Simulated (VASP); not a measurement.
# Zn3CuS4 (P-43m) in VASP: further runs

Zn3CuS4 is run at these levels: PBE; tasks: single point.

Program: VASP 6.6.1. These are calculated values, not measurements. Logs are shortened: lines on timing, memory, paths and dates and some standing lists are left out, and cuts for length are marked.

## Step 1: The cell of the first run

The structure is cubic, space group P-43m (No. 215). Conventional cell: a = 5.163 Å, b = 5.163 Å, c = 5.163 Å, α = 90.00°, β = 90.00°, γ = 90.00°. Zn (site symmetry -42m) has 4 S at 2.25 Å within 3.0 Å. Within 2.9 Å of Cu (site symmetry -43m) lie 4 S at 2.20 Å. Within 2.9 Å of S (site symmetry 3m) lie 1 Cu at 2.20 Å and 3 Zn at 2.25 Å.

## Step 2: Single point, PBE (volume scaled by 0.88, then relaxed in part)

The input, INCAR:

```
ALGO = Normal ; EDIFF = 1E-7
ENCUT = 520 ; GGA = PE
ISIF = 2 ; ISMEAR = 0
LASPH = T ; LCHARG = T
LELF = T ; LREAL = F
LVHAR = T ; LWAVE = F
NBANDS = 46 ; NELM = 100
PREC = Accurate ; SIGMA = 0.1
```

The input, KPOINTS:

```
k-points
0
Gamma
  6 6 6
```

The input, POSCAR:

```
Zn3CuS4
1.0
    5.1631700577      0.0000000000      0.0000000000
    0.0000000000      5.1631700577      0.0000000000
    0.0000000000      0.0000000000      5.1631700577
Zn Cu S
3 1 4
Direct
    0.5000000000      0.5000000000      0.0000000000
    0.5000000000      0.0000000000      0.5000000000
    0.0000000000      0.5000000000      0.5000000000
    0.0000000000      0.0000000000      0.0000000000
    0.7541812537      0.7541812537      0.2458187463
    0.7541812537      0.2458187463      0.7541812537
    0.2458187463      0.7541812537      0.7541812537
    0.2458187463      0.2458187463      0.2458187463
```

Potentials or basis: VASP PAW PBE potentials, release 64 (Zn, Cu, S).

Command:

```sh
$ cat potpaw_PBE.64/Zn/POTCAR potpaw_PBE.64/Cu/POTCAR potpaw_PBE.64/S/POTCAR > POTCAR
$ mpirun -np 1 vasp_std > vasp.out
```

OUTCAR:

```text
EDIFF = 1E-7
   ENCUT = 520
   GGA = PE
   ISIF = 2
   ISMEAR = 0
   LASPH = T
   LREAL = F
   NELM = 100
   PREC = Accurate

 ion  position               nearest neighbor table
   1  0.500  0.500  0.000-   5 2.25   6 2.25   7 2.25   8 2.25
   2  0.500  0.000  0.500-   5 2.25   6 2.25   7 2.25   8 2.25
   3  0.000  0.500  0.500-   5 2.25   6 2.25   7 2.25   8 2.25
   4  0.000  0.000  0.000-   5 2.20   6 2.20   7 2.20   8 2.20
   5  0.754  0.754  0.246-   4 2.20   2 2.25   3 2.25   1 2.25
   6  0.754  0.246  0.754-   4 2.20   2 2.25   3 2.25   1 2.25
   7  0.246  0.754  0.754-   4 2.20   2 2.25   3 2.25   1 2.25
   8  0.246  0.246  0.246-   4 2.20   2 2.25   3 2.25   1 2.25

  LATTYP: Found a simple cubic cell.
 ALAT       =     5.1631700577

  Lattice vectors:

 A1 = (   5.1631700577,   0.0000000000,   0.0000000000)
 A2 = (   0.0000000000,   5.1631700577,   0.0000000000)
 A3 = (   0.0000000000,   0.0000000000,   5.1631700577)

Analysis of symmetry for initial positions (statically):
=====================================================================
 Subroutine PRICEL returns:
 Original cell was already a primitive cell.

 Routine SETGRP: Setting up the symmetry group for a
 simple cubic supercell.

 Subroutine GETGRP returns: Found 24 space group operations
 (whereof 24 operations were pure point group operations)
 out of a pool of 48 trial point group operations.

The static configuration has the point symmetry T_d .

Analysis of symmetry for dynamics (positions and initial velocities):
=====================================================================
 Subroutine PRICEL returns:
 Original cell was already a primitive cell.

 Routine SETGRP: Setting up the symmetry group for a
 simple cubic supercell.

 Subroutine GETGRP returns: Found 24 space group operations
 (whereof 24 operations were pure point group operations)
 out of a pool of 48 trial point group operations.

The dynamic configuration has the point symmetry T_d .

 Subroutine INISYM returns: Found 24 space group operations
 (whereof 24 operations are pure point group operations),
 and found     1 'primitive' translations

----------------------------------------------------------------------------------------

                                     Primitive cell

  volume of cell :     137.6415

  direct lattice vectors                    reciprocal lattice vectors
     5.163170058  0.000000000  0.000000000     0.193679462  0.000000000  0.000000000
     0.000000000  5.163170058  0.000000000     0.000000000  0.193679462  0.000000000
     0.000000000  0.000000000  5.163170058     0.000000000  0.000000000  0.193679462

  length of vectors
     5.163170058  5.163170058  5.163170058     0.193679462  0.193679462  0.193679462

  position of ions in fractional coordinates (direct lattice)
     0.500000000  0.500000000  0.000000000
     0.500000000  0.000000000  0.500000000
     0.000000000  0.500000000  0.500000000
     0.000000000  0.000000000  0.000000000
     0.754181254  0.754181254  0.245818746
     0.754181254  0.245818746  0.754181254
     0.245818746  0.754181254  0.754181254
     0.245818746  0.245818746  0.245818746

  ion indices of the primitive-cell ions
   primitive index   ion index
                 1           1
                 2           2
                 3           3
                 4           4
                 5           5
                 6           6
                 7           7
                 8           8

----------------------------------------------------------------------------------------

 KPOINTS: k-points

Automatic generation of k-mesh.
 Grid dimensions read from file:
 generate k-points for:    6    6    6

 Generating k-lattice:

  Cartesian coordinates                     Fractional coordinates (reciprocal lattice)
     0.032279910  0.000000000  0.000000000     0.166666667  0.000000000  0.000000000
     0.000000000  0.032279910  0.000000000     0.000000000  0.166666667  0.000000000
     0.000000000  0.000000000  0.032279910     0.000000000  0.000000000  0.166666667

  Length of vectors
     0.032279910  0.032279910  0.032279910

  Shift w.r.t. Gamma in fractional coordinates (k-lattice)
     0.000000000  0.000000000  0.000000000

 Subroutine IBZKPT returns following result:
 ===========================================

 Found     20 irreducible k-points:

 Following reciprocal coordinates:
            Coordinates               Weight
  0.000000  0.000000  0.000000      1.000000
  0.166667  0.000000  0.000000      6.000000
  0.333333  0.000000  0.000000      6.000000
  0.500000  0.000000  0.000000      3.000000
  0.166667  0.166667  0.000000     12.000000
  0.333333  0.166667  0.000000     24.000000
[... 12 lines left out ...]
  0.500000  0.500000  0.333333      6.000000
  0.500000  0.500000  0.500000      1.000000
   k-points           NKPTS =     20   k-points in BZ     NKDIM =     20   number of bands    NBANDS=     46
   number of dos      NEDOS =    301   number of ions     NIONS =      8
   total plane-waves  NPLWV =  64000
   dimension x,y,z NGX =    40 NGY =   40 NGZ =   40
   dimension x,y,z NGXF=    80 NGYF=   80 NGZF=   80
   ions per type =               3   1   4
   NGX,Y,Z   is equivalent  to a cutoff of  12.88, 12.88, 12.88 a.u.
   NGXF,Y,Z  is equivalent  to a cutoff of  25.76, 25.76, 25.76 a.u.
 SYSTEM =  unknown system
   PREC   = accura    normal or accurate (medium, high low for compatibility)
   ISTART =      0    job   : 0-new  1-cont  2-samecut
   ICHARG =      2    charge: 1-file 2-atom 10-const
   ISPIN  =      1    spin polarized calculation?
   LNONCOLLINEAR =      F non collinear calculations
   LSORBIT =      F    spin-orbit coupling
   LASPH  =      T    aspherical Exc in radial PAW
   ENCUT  =  520.0 eV  38.22 Ry    6.18 a.u.   9.60  9.60  9.60*2*pi/ulx,y,z
   NELM   =    100;   NELMIN=  2; NELMDL= -5     # of ELM steps
   EDIFF  = 0.1E-06   stopping-criterion for ELM
   LREAL  =      F    real-space projection
   EDIFFG = 0.1E-05   stopping-criterion for IOM
   NSW    =      0    number of steps for IOM
   IBRION =     -1    ionic relax: 0-MD 1-quasi-New 2-CG
   NFREE  =      0    steps in history (QN), initial steepest desc. (CG)
   ISIF   =      2    stress and relaxation
   ISYM   =      2    0-nonsym 1-usesym 2-fastsym
   POTIM  = 0.5000    time-step for ionic-motion
   TEBEG  =    0.0;   TEEND  =   0.0 temperature during run
   PSTRESS=    0.0 pullay stress
   NELECT =      71.0000    total number of electrons
   NUPDOWN=      -1.0000    fix difference up-down
   EMIN   =  10.00;   EMAX   =-10.00  energy-range for DOS
   EFERMI =   0.00;   METHOD = LEGACY
   ISMEAR =     0;   SIGMA  =   0.10  broadening in eV -4-tet -1-fermi 0-gaus
   EFERMI_NEDOS =   21; number of points for ismear=-14 and -15
   IALGO  =     38    algorithm
   IMIX   =      4    mixing-type and parameters
     AMIX     =   0.40;   BMIX     =  1.00
     AMIX_MAG =   1.60;   BMIX_MAG =  1.00
  volume/ion in A,a.u.               =      17.21       116.11
  Fermi-wavevector in a.u.,A,eV,Ry     =   1.312939  2.481095 23.453839  1.723809
  Thomas-Fermi vector in A             =   2.443296
   LORBIT       =      0    0 simple, 1 ext, 2 COOP (PROOUT), +10 PAW based schemes
   GGA     = PE    functional components
   LHFCALC =     F    Hartree Fock is set to
   AEXX    =    0.0000 exact exchange contribution
   IVDW    =     0    specifies the selected vdW correction
   LEPSILON=     F    determine dielectric tensor
   LRPA    =     F    only Hartree local field effects (RPA)
 non-spin polarized calculation
 Gauss-broadening in eV      SIGMA  =   0.10
  energy-cutoff  :      520.00
  volume of cell :      137.64
 maximum number of plane-waves:      3755
 NGX is ok and might be reduce to    40
   NGX = 19   NGY = 19   NGZ = 19

 number of electron      70.9999873 magnetization

 Free energy of the ion-electron system (eV)
  ---------------------------------------------------
  ext. energy  EPLUGINS =         0.00000000
  ---------------------------------------------------
  free energy    TOTEN  =       -27.74742649 eV

  energy without entropy =      -27.72636675  energy(sigma->0) =      -27.73689662

 E-fermi :   3.7523     XC(G=0): -10.2934

 val. band max:        3.7033948618   @ k =   0.3333   0.1667   0.1667
 cond. band min:       3.7711270699   @ k =   0.3333   0.3333   0.1667
 fundamental gap:      0.0677322081
 Fermi energy:         3.7523080181

 k-point     1 :       0.0000    0.0000    0.0000
  band No.  band energies     occupation
      1     -10.3704      2.00000
      2      -8.7962      2.00000
      3      -8.7962      2.00000
      4      -8.7962      2.00000
      5      -3.3050      2.00000
      6      -3.2819      2.00000
[... 38 lines left out ...]
     45      10.2580      0.00000
     46      10.2580      0.00000

 k-point     2 :       0.1667    0.0000    0.0000
  band No.  band energies     occupation
      1     -10.2838      2.00000
      2      -8.9274      2.00000
      3      -8.7942      2.00000
      4      -8.7942      2.00000
      5      -3.3019      2.00000
      6      -3.2705      2.00000
[... 38 lines left out ...]
     45      10.6083      0.00000
     46      10.6083      0.00000

 k-point     3 :       0.3333    0.0000    0.0000
  band No.  band energies     occupation
      1     -10.0368      2.00000
      2      -9.2613      2.00000
      3      -8.7901      2.00000
      4      -8.7901      2.00000
      5      -3.3223      2.00000
      6      -3.2705      2.00000
[... 822 lines left out ...]
     45      10.8239      0.00000
     46      10.9765      0.00000

 k-point    20 :       0.5000    0.5000    0.5000
  band No.  band energies     occupation
      1      -9.2024      2.00000
      2      -9.2024      2.00000
      3      -9.2024      2.00000
      4      -9.1729      2.00000
      5      -3.1378      2.00000
      6      -3.1378      2.00000
[... 38 lines left out ...]
     45      10.7986      0.00000
     46      10.9953      0.00000

------------------------ aborting loop because EDIFF is reached ----------------------------------------

  FORCE on cell =-STRESS in cart. coord.  units (eV):
  Direction    XX          YY          ZZ          XY          YZ          ZX
  --------------------------------------------------------------------------------------
  -------------------------------------------------------------------------------------
  Total       10.5650438     10.5650438     10.5650438      0.0000000     -0.0000000     -0.0000000
  in kB      122.9794643    122.9794643    122.9794643      0.0000000     -0.0000000     -0.0000000
  external PRESSURE =     122.9794643 kB  Pullay stress =       0.0000000 kB

 VOLUME and BASIS-vectors are now :
 -----------------------------------------------------------------------------
  energy-cutoff  :      520.00
  volume of cell :      137.64
      direct lattice vectors                 reciprocal lattice vectors
     5.163170058  0.000000000  0.000000000     0.193679462  0.000000000  0.000000000
     0.000000000  5.163170058  0.000000000     0.000000000  0.193679462  0.000000000
     0.000000000  0.000000000  5.163170058     0.000000000  0.000000000  0.193679462

 POSITION                                       TOTAL-FORCE (eV/Angst)
 -----------------------------------------------------------------------------------
      2.58159      2.58159      0.00000        -0.000000     -0.000000      0.000000
      2.58159      0.00000      2.58159         0.000000     -0.000000     -0.000000
      0.00000      2.58159      2.58159         0.000000      0.000000      0.000000
      0.00000      0.00000      0.00000         0.000000      0.000000      0.000000
      3.89397      3.89397      1.26920         0.005506      0.005506     -0.005506
      3.89397      1.26920      3.89397         0.005506     -0.005506      0.005506
      1.26920      3.89397      3.89397        -0.005506      0.005506      0.005506
      1.26920      1.26920      1.26920        -0.005506     -0.005506     -0.005506
 -----------------------------------------------------------------------------------
    total drift:                               -0.000000     -0.000000     -0.000000

  FREE ENERGIE OF THE ION-ELECTRON SYSTEM (eV)
  ---------------------------------------------------
  free  energy   TOTEN  =       -27.7474264901 eV

  energy  without entropy=      -27.7263667515  energy(sigma->0) =      -27.73689662
```

It took 3.8 min on 1 thread of Intel Xeon Platinum 8259CL at 2.50GHz (Skylake/Cascade Lake), shared host; peak memory 0.3 GiB.

What came out:

```yaml
Free_energy: -27.7474 eV
Pressure: 12.3 GPa
Largest_force: 0.010 eV/Å
```

Forces on the atoms (eV/Å):
```
Zn   0.000  0.000  0.000
Zn   0.000  0.000  0.000
Zn   0.000  0.000  0.000
Cu   0.000  0.000  0.000
S    0.006  0.006 -0.006
S    0.006 -0.006  0.006
S   -0.006  0.006  0.006
S   -0.006 -0.006 -0.006
```

Caveat: the cell differs from its parent crystal (volume scaled by 0.88, then relaxed in part).

## Step 3: Single point, PBE

This run uses another cell than the first one, of 19.55 Å³/atom, 1.136 times its volume.

The input, INCAR:

```
SYSTEM = Zn3CuS4
PREC     = Accurate       ! precision mode
ENCUT    = 520            ! plane-wave cutoff, eV
EDIFF    = 1E-6           ! SCF threshold, eV
ISMEAR   = 0              ! smearing method
SIGMA    = 0.1            ! smearing width, eV
LREAL    = .FALSE.        ! projectors in reciprocal space
LASPH    = .TRUE.         ! aspherical terms in the spheres
NELM     = 100            ! most SCF steps
ALGO     = Normal         ! electronic algorithm
ISIF     = 2              ! what is computed and relaxed
LWAVE    = .FALSE.        ! write WAVECAR
LCHARG   = .FALSE.        ! write CHGCAR
GGA      = PE             ! functional
NBANDS   = 46             ! bands
```

The input, KPOINTS:

```
regular mesh
0
G
  6 6 6
  0 0 0
```

The input, POSCAR:

```
Zn3CuS4
1.0
    5.3879332346      0.0000000000      0.0000000000
    0.0000000000      5.3879332346      0.0000000000
    0.0000000000      0.0000000000      5.3879332346
Zn Cu S
3 1 4
Direct
    0.5000000000      0.5000000000      0.0000000000
    0.5000000000      0.0000000000      0.5000000000
    0.0000000000      0.5000000000      0.5000000000
    0.0000000000      0.0000000000      0.0000000000
    0.7539979517      0.7539979517      0.2460020483
    0.7539979517      0.2460020483      0.7539979517
    0.2460020483      0.7539979517      0.7539979517
    0.2460020483      0.2460020483      0.2460020483
```

Potentials or basis: VASP PAW PBE potentials, release 64 (Zn, Cu, S).

Command:

```sh
$ cat potpaw_PBE.64/Zn/POTCAR potpaw_PBE.64/Cu/POTCAR potpaw_PBE.64/S/POTCAR > POTCAR
$ mpirun -np 1 vasp_std > vasp.out
```

It took 4 min on 1 thread of Intel Xeon Platinum 8259CL at 2.50GHz (Skylake/Cascade Lake), shared host; peak memory 0.32 GiB.

It converged, with:

| Quantity | Value |
| --- | --- |
| Free energy | -28.4035 eV |
| Pressure | 0.1 GPa |
| Largest force | 0.006 eV/Å |

Forces in eV/Å, atoms in the order of the input:
```
Zn   0.000  0.000  0.000
Zn   0.000  0.000  0.000
Zn   0.000  0.000  0.000
Cu   0.000  0.000  0.000
S   -0.004 -0.004  0.004
S   -0.004  0.004 -0.004
S    0.004 -0.004 -0.004
S    0.004  0.004  0.004
```

Levels at points of the mesh, in eV from the Fermi level:
```csv
k point,band 32,band 33,band 34,band 35,band 36,band 37,band 38,band 39,band 40,band 41
"(0.00, 0.00, 0.00)",-1.72,-1.72,0.42,0.42,0.42,2.23,3.56,3.56,3.56,4.07
"(0.50, 0.00, 0.00)",-1.34,-1.34,-0.96,-0.42,-0.42,4.45,4.46,4.76,4.86,5.78
"(0.50, 0.50, 0.00)",-1.14,-0.98,-0.58,-0.22,-0.22,4.77,4.77,4.86,5.61,6.55
"(0.50, 0.50, 0.50)",-0.59,-0.59,-0.05,-0.05,-0.05,3.28,3.28,3.28,4.20,6.88
```

## Step 4: Single point, PBE

This run uses another cell than the first one, of 19.55 Å³/atom, 1.136 times its volume.

The input, INCAR:

```
  PREC = Accurate
  ENCUT = 520
  EDIFF = 1E-6
  ISMEAR = 0
  SIGMA = 0.1
  LREAL = False
  LASPH = True
  NELM = 100
  ALGO = Normal
  ISIF = 2
  LWAVE = False
  LCHARG = False
  GGA = PE
  NBANDS = 46
```

The input, KPOINTS:

```
Automatic mesh
0
Gamma
  6 6 6
```

POSCAR is that of step 3.

Command:

```sh
$ cat potpaw_PBE.64/Zn/POTCAR potpaw_PBE.64/Cu/POTCAR potpaw_PBE.64/S/POTCAR > POTCAR
$ mpirun -np 1 vasp_std > vasp.out
```

It took 3.5 min on 1 thread of Intel Xeon Platinum 8259CL at 2.50GHz (Skylake/Cascade Lake), shared host; peak memory 0.32 GiB.

The run converged. Its results:

```
Free energy   : -28.4035 eV
Pressure      : 0.1 GPa
Largest force : 0.006 eV/Å
```

Forces on the atoms (eV/Å):
```
Zn   0.000  0.000  0.000
Zn   0.000  0.000  0.000
Zn   0.000  0.000  0.000
Cu   0.000  0.000  0.000
S   -0.004 -0.004  0.004
S   -0.004  0.004 -0.004
S    0.004 -0.004 -0.004
S    0.004  0.004  0.004
```

Levels at points of the mesh, in eV from the Fermi level:
```tsv
k point	band 32	band 33	band 34	band 35	band 36	band 37	band 38	band 39	band 40	band 41
(0.00, 0.00, 0.00)	-1.72	-1.72	0.42	0.42	0.42	2.23	3.56	3.56	3.56	4.07
(0.50, 0.00, 0.00)	-1.34	-1.34	-0.96	-0.42	-0.42	4.45	4.46	4.76	4.86	5.78
(0.50, 0.50, 0.00)	-1.14	-0.98	-0.58	-0.22	-0.22	4.77	4.77	4.86	5.61	6.55
(0.50, 0.50, 0.50)	-0.59	-0.59	-0.05	-0.05	-0.05	3.28	3.28	3.28	4.20	6.88
```

## Step 5: Single point, PBE (volume scaled by 1.10, then relaxed in part)

The input, INCAR:

```
SYSTEM = Zn3CuS4
PREC = Accurate
ENCUT = 520
EDIFF = 1E-6
ISMEAR = 0
SIGMA = 0.1
LREAL = .FALSE.
LASPH = .TRUE.
NELM = 100
ALGO = Normal
ISIF = 2
LWAVE = .FALSE.
LCHARG = .FALSE.
GGA = PE
NBANDS = 46
```

The input, KPOINTS:

```
regular mesh
0
G
  6 6 6
  0 0 0
```

The input, POSCAR:

```
Zn3CuS4
1.0
    5.5618563415      0.0000000000      0.0000000000
    0.0000000000      5.5618563415      0.0000000000
    0.0000000000      0.0000000000      5.5618563415
Zn Cu S
3 1 4
Direct
    0.5000000000      0.5000000000      0.0000000000
    0.5000000000      0.0000000000      0.5000000000
    0.0000000000      0.5000000000      0.5000000000
    0.0000000000      0.0000000000      0.0000000000
    0.7537274140      0.7537274140      0.2462725860
    0.7537274140      0.2462725860      0.7537274140
    0.2462725860      0.7537274140      0.7537274140
    0.2462725860      0.2462725860      0.2462725860
```

Command:

```sh
$ cat potpaw_PBE.64/Zn/POTCAR potpaw_PBE.64/Cu/POTCAR potpaw_PBE.64/S/POTCAR > POTCAR
$ mpirun -np 1 vasp_std > vasp.out
```

Wall time 3.8 min (1 thread of Intel Xeon Platinum 8259CL at 2.50GHz (Skylake/Cascade Lake), shared host); peak memory 0.34 GiB.

The run converged. Its results:

| Property | Result |
| --- | --- |
| Free energy | -28.1319 eV |
| Pressure | -5.3 GPa |
| Largest force | 0.018 eV/Å |

Forces in eV/Å, atoms in the order of the input:
```
Zn   0.000  0.000  0.000
Zn   0.000  0.000  0.000
Zn   0.000  0.000  0.000
Cu   0.000  0.000  0.000
S   -0.010 -0.010  0.010
S   -0.010  0.010 -0.010
S    0.010 -0.010 -0.010
S    0.010  0.010  0.010
```

Levels at points of the mesh, in eV from the Fermi level:
```csv
k point,band 32,band 33,band 34,band 35,band 36,band 37,band 38,band 39,band 40,band 41
"(0.00, 0.00, 0.00)",-1.50,-1.50,0.35,0.35,0.35,1.79,3.68,3.68,3.68,3.97
"(0.50, 0.00, 0.00)",-1.20,-1.19,-0.88,-0.34,-0.34,4.04,4.28,4.67,4.84,5.37
"(0.50, 0.50, 0.00)",-0.95,-0.90,-0.53,-0.18,-0.18,4.39,4.39,4.45,5.41,6.45
"(0.50, 0.50, 0.50)",-0.53,-0.53,-0.02,-0.02,-0.02,3.03,3.03,3.03,4.00,6.86
```

Caveat: the cell differs from its parent crystal (volume scaled by 1.10, then relaxed in part).

## Step 6: Summary

| cell | gap on the mesh (eV) | pressure (GPa) | largest force (eV/Å) |
| --- | --- | --- | --- |
| a = 5.163 Å, 8 atoms | none | 12.3 | 0.01 |
| a = 5.388 Å, 8 atoms | none | 0.1 | 0.01 |
| a = 5.562 Å, 8 atoms | none | -5.3 | 0.02 |

Alike in all rows: task single point; level PBE; potentials or basis VASP PAW PBE potentials, release 64 (Zn, Cu, S); no spin polarisation; k mesh 6 × 6 × 6; cutoff (eV) 520; smearing gaussian 0.1 eV.

Absolute energies hang on the potentials; compare differences alone.
